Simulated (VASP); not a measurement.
A run of VASP 6.6.1 is set up as follows.

Contents of INCAR:

```
ALGO     = Normal         # electronic algorithm
EDIFF    = 1E-6           # SCF threshold, eV
EDIFFG   = -0.01          # ionic threshold
ENCUT    = 600            # plane-wave cutoff, eV
GGA      = PE             # functional
IBRION   = 2              # ionic algorithm
ISIF     = 3              # what is computed and relaxed
ISMEAR   = 0              # smearing method
LASPH    = True           # aspherical terms in the spheres
LCHARG   = False          # write CHGCAR
LREAL    = False          # projectors in reciprocal space
LWAVE    = False          # write WAVECAR
NELM     = 100            # most SCF steps
NSW      = 100            # ionic steps
PREC     = Accurate       # precision mode
SIGMA    = 0.1            # smearing width, eV
```

The input KPOINTS:

```
k-points
0
Gamma
  6 6 10
```

The input POSCAR:

```
K3HgS2
1.0
    8.6869549820      0.0000000000      0.0000000000
   -4.3434774910      7.5231236959      0.0000000000
    0.0000000000      0.0000000000      3.8030918883
K Hg S
3 1 2
Direct
    0.5000000000      0.0000000000      0.5000000000
    0.5000000000      0.5000000000      0.5000000000
    0.0000000000      0.5000000000      0.5000000000
    0.0000000000      0.0000000000      0.0000000000
    0.3333333333      0.6666666667      0.0000000000
    0.6666666667      0.3333333333      0.0000000000
```

Potentials or basis: VASP PAW PBE potentials, release 64 (K_sv, Hg, S).

Command:

```console
$ cat potpaw_PBE.64/K_sv/POTCAR potpaw_PBE.64/Hg/POTCAR potpaw_PBE.64/S/POTCAR > POTCAR
$ mpirun -np 1 vasp_std > vasp.out
```

Question: Predict the space group after relaxing (to 0.05 Å).

Answer: P6/mmm (No. 191).

Question: Predict the relaxed volume.

Answer: 41.28 Å³/atom.

Question: What does it give for the relaxed cell?

Answer: a = 8.695 Å, b = 8.695 Å, c = 3.782 Å, α = 90.00°, β = 90.00°, γ = 120.00°.

The path:
```tsv
step	energy change (eV)	largest force (eV/Å)	pressure (GPa)	volume (Å³)
1	0.0000	0.0000	-0.02	248.54
2	-0.0002	0.0000	-0.01	248.33
3	-0.0005	0.0000	0.02	247.67
```
